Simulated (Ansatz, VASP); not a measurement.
## RuC2: VASP beside Ansatz

INCAR

```
PREC = Accurate
ENCUT = 520
EDIFF = 1E-6
ISMEAR = 0
SIGMA = 0.1
LREAL = F
LASPH = T
NELM = 80
ALGO = Normal
ISIF = 2
LWAVE = F
LCHARG = F
GGA = PE
NBANDS = 31
```

The input KPOINTS:

```
Automatic mesh
0
Gamma
  12 12 2
```

The input POSCAR:

```
RuC2
1.0
    2.4892336216      0.0000000000      0.0000000000
   -1.2446168108      2.1557395523      0.0000000000
    0.0000000000      0.0000000000     17.9521827574
Ru C
2 4
Direct
    0.0000000000      0.0000000000      0.0000000000
    0.0000000000      0.0000000000      0.5000000000
    0.3333333333      0.6666666667      0.2500000000
    0.3333333333      0.6666666667      0.7500000000
    0.6666666667      0.3333333333      0.2500000000
    0.6666666667      0.3333333333      0.7500000000
```

Input for Ansatz:

```yaml
crystal:
  lattice:
    - [2.4892336216, 0.0, 0.0]
    - [-1.2446168108, 2.1557395523, 0.0]
    - [0.0, 0.0, 17.9521827574]
  atoms:
    - { symbol: Ru, position: [0.0, 0.0, 0.0] }
    - { symbol: Ru, position: [0.0, 0.0, 0.5] }
    - { symbol: C, position: [0.3333333333, 0.6666666667, 0.25] }
    - { symbol: C, position: [0.3333333333, 0.6666666667, 0.75] }
    - { symbol: C, position: [0.6666666667, 0.3333333333, 0.25] }
    - { symbol: C, position: [0.6666666667, 0.3333333333, 0.75] }
basis:
  ecutwfc: 420
kpoints:
  mp_grid: { grid: [12, 12, 2] }
hamiltonian:
  xc: pbe
scf:
  occupations: { method: gaussian, width: 0.1 }
output:
  forces: true
  stress: true
  eigenvalues: true
```

Alike in both runs: task single point; functional PBE; k mesh 12 × 12 × 2; occupations gaussian, width 0.1 eV; no spin polarisation.

```csv
,VASP,Ansatz
version,VASP 6.6.1,Ansatz 0.2.0
potentials or method,"VASP PAW PBE potentials, release 64 (Ru_pv, C), cutoff 520 eV","scalar-relativistic, plane waves, PAW"
valence electrons in the cell,44,48
```

VASP gave:

```
gap on the k mesh at the Fermi level (eV)                     : none
pressure (GPa)                                                : -0.1
traceless stress, the component that is largest in VASP (GPa) : 0.08
```

What did Ansatz give for the same quantities?

gap on the k mesh at the Fermi level (eV): none; pressure (GPa): -0.3; traceless stress, the component that is largest in VASP (GPa): 0.33.

A gap of «none» marks a metal or a gap that the smearing closes. With one functional, cell and mesh, what is left measures potentials, basis and numerics. VASP's potentials hold 44 valence electrons a cell and Ansatz's 48, so a difference there can come from the potentials and not from the codes.
